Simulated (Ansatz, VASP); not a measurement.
# One calculation of Se, two programs

```
Se
1.0
     4.08575    0.00000    0.00000
    -2.04288    3.53836    0.00000
     0.00000    0.00000    4.79788
Se
3
Direct
  0.25087 0.00000 0.33333
  0.00000 0.25087 0.66667
  0.74913 0.74913 0.00000
```

Change from the starting cell: hydrostatic strain -4.8%.

Alike in both runs: task single point; functional r2SCAN; k mesh 12 × 12 × 6; no spin polarisation.

|  | VASP | Ansatz |
| --- | --- | --- |
| version | VASP 6.6.1 | Ansatz 0.2.0 |
| potentials or method | VASP PAW PBE potentials, release 64 (Se) | plane waves, PAW |
| plane-wave cutoff (eV) | 520 | 500 |
| occupations | gaussian, width 0.01 eV | fixed |
| valence electrons in the cell | 18 | 48 |

Ansatz gave:

| Quantity | Value |
| --- | --- |
| gap on the k mesh at the Fermi level (eV) | 0.61 |
| pressure (GPa) | 6.6 |
| traceless stress, the component that is largest in VASP (GPa) | 2.57 |
| rms of the force components (eV/Å) | 0.026 |

Q: Which values does VASP return?

A: gap on the k mesh at the Fermi level (eV): 0.61; pressure (GPa): 6.5; traceless stress, the component that is largest in VASP (GPa): 2.56; rms of the force components (eV/Å): 0.021.

VASP's potentials were made for PBE, not for r2SCAN. Atom by atom the forces differ by 0.005 eV/Å (rms over components). VASP's potentials hold 18 valence electrons a cell and Ansatz's 48, so a difference there can come from the potentials and not from the codes.
